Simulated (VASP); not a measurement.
Here is a VASP 6.6.1 calculation.

INCAR

```
SYSTEM = Au
ALGO     = Fast           ! electronic algorithm
EDIFF    = 1E-7           ! SCF threshold, eV
ENCUT    = 520            ! plane-wave cutoff, eV
GGA      = PE             ! functional
ISIF     = 2              ! what is computed and relaxed
ISMEAR   = 0              ! smearing method
LASPH    = .TRUE.         ! aspherical terms in the spheres
LCHARG   = .FALSE.        ! write CHGCAR
LREAL    = .FALSE.        ! projectors in reciprocal space
LWAVE    = .FALSE.        ! write WAVECAR
NBANDS   = 30             ! bands
NELM     = 100            ! most SCF steps
PREC     = Accurate       ! precision mode
SIGMA    = 0.2            ! smearing width, eV
```

File KPOINTS:

```
k-points
0
G
  8 4 4
  0 0 0
```

POSCAR

```
Au
1.0
    1.7388780962     -0.0021746644     -2.3219661129
   -3.2772028961     -3.0335298180     -2.4607174019
   -3.2794580280      3.0370248644     -2.4564911141
Au
4
Direct
   -0.0001463484      0.0000343191      0.0000437058
    0.4999824444      0.4999949047     -0.0000337975
    0.4999690678      0.9999738249      0.5000524481
    0.0001948361      0.4999969513      0.4999376437
```

Potentials or basis: VASP PAW PBE potentials, release 64 (Au).

Command:

```bash
$ cat potpaw_PBE.64/Au/POTCAR > POTCAR
$ mpirun -np 1 vasp_std > vasp.out
```

Question: What does it give for the band gap on the k mesh?

Answer: Zero (bands 22 and 23 overlap by 4.53 eV).

Question: Predict the pressure.

Answer: -0.3 GPa.

Caveat: spin-orbit coupling is left out, which moves the levels of the heavy elements.
